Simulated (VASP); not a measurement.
Wanted: the native input for a VASP 6.6.1 run.

| Property | Result |
| --- | --- |
| Task | single point |
| Functional | LDA |
| Potentials or basis | VASP PAW LDA potentials, release 64 (Fe, Co) |
| Cutoff | 600 eV |
| k mesh | 12 × 12 × 12 |
| Occupations | fermi-dirac, width 0.1 eV |
| Spin | collinear spin, ferromagnetic start |
| Starting moments | [2.6, 1.7] μB |
| Dipole correction | no |
| Further INCAR settings | ALGO = Normal; EDIFF = 1e-06; NBANDS = 20 |

The structure of FeCo lies in POSCAR:

```
FeCo
1.0
    2.7645577998      0.0000000000      0.0000000000
    0.0000000000      2.7645577998      0.0000000000
    0.0000000000      0.0000000000      2.7645577998
Fe Co
1 1
Direct
    0.5000000000      0.5000000000      0.5000000000
    0.0000000000      0.0000000000      0.0000000000
```

The input as run:

INCAR

```
PREC = Accurate ; ENCUT = 600
EDIFF = 1E-6 ; ISMEAR = -1
SIGMA = 0.1 ; LREAL = F
LASPH = T ; NELM = 200
ALGO = Normal ; ISIF = 2
LWAVE = F ; LCHARG = F
ISPIN = 2 ; MAGMOM = 2.6 1.7
LORBIT = 11 ; LMAXMIX = 4
GGA = CA ; NBANDS = 20
GGA_COMPAT = F
```

KPOINTS

```
regular mesh
0
Gamma
  12 12 12
```

Potentials or basis: VASP PAW LDA potentials, release 64 (Fe, Co).

Launch:

```sh
$ cat potpaw_LDA.64/Fe/POTCAR potpaw_LDA.64/Co/POTCAR > POTCAR
$ mpirun -np 1 vasp_std > vasp.out
```

Results of the run:

```json
{"Pressure": "-1.1 GPa", "Net moment": "4.22 μB per cell", "Site moments": "Fe +2.51; Co +1.66 μB", "Valence electrons inside the program's atomic spheres": "Fe 7.36; Co 8.41"}
```

Wall time 58 s on 1 thread of AMD EPYC 7R13 Processor (Zen 3), on a shared host, peak memory 0.16 GiB.
